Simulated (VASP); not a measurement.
Input of a VASP 6.6.1 run:

File INCAR:

```
  PREC = Accurate
  ENCUT = 520
  EDIFF = 1E-6
  ISMEAR = 0
  SIGMA = 0.1
  LREAL = F
  LASPH = T
  NELM = 100
  ALGO = Normal
  ISIF = 2
  LWAVE = F
  LCHARG = F
  NBANDS = 35
```

File KPOINTS:

```
Automatic mesh
0
Gamma
  6 6 6
```

Contents of POSCAR:

```
Al2O3
1.0
    2.3790760000      1.3735601700      4.3299000000
   -2.3790760000      1.3735601700      4.3299000000
    0.0000000000     -2.7471203400      4.3299000000
Al O
4 6
Direct
    0.3522900000      0.3522900000      0.3522900000
    0.1477100000      0.1477100000      0.1477100000
    0.6477100000      0.6477100000      0.6477100000
    0.8522900000      0.8522900000      0.8522900000
    0.5562100000      0.9437900000      0.2500000000
    0.2500000000      0.5562100000      0.9437900000
    0.9437900000      0.2500000000      0.5562100000
    0.4437900000      0.0562100000      0.7500000000
    0.7500000000      0.4437900000      0.0562100000
    0.0562100000      0.7500000000      0.4437900000
```

Potentials or basis: VASP PAW LDA potentials, release 64 (Al, O).

The run is started by

```bash
$ cat potpaw_LDA.64/Al/POTCAR potpaw_LDA.64/O/POTCAR > POTCAR
$ mpirun -np 1 vasp_std > vasp.out
```

Problem. What does it give for the largest force?

Solution. 0.080 eV/Å.

Problem. Predict the band gap on the k mesh.

Solution. 6.19 eV, direct.

Problem. What does it give for the pressure?

Solution. -4.2 GPa.

Stress tensor (GPa, compression positive):
```
-3.96  0.00  0.00
 0.00 -3.96  0.00
 0.00  0.00 -4.63
```

A k mesh can miss the band edges. As with any semilocal functional, this LDA gap is likely too small.
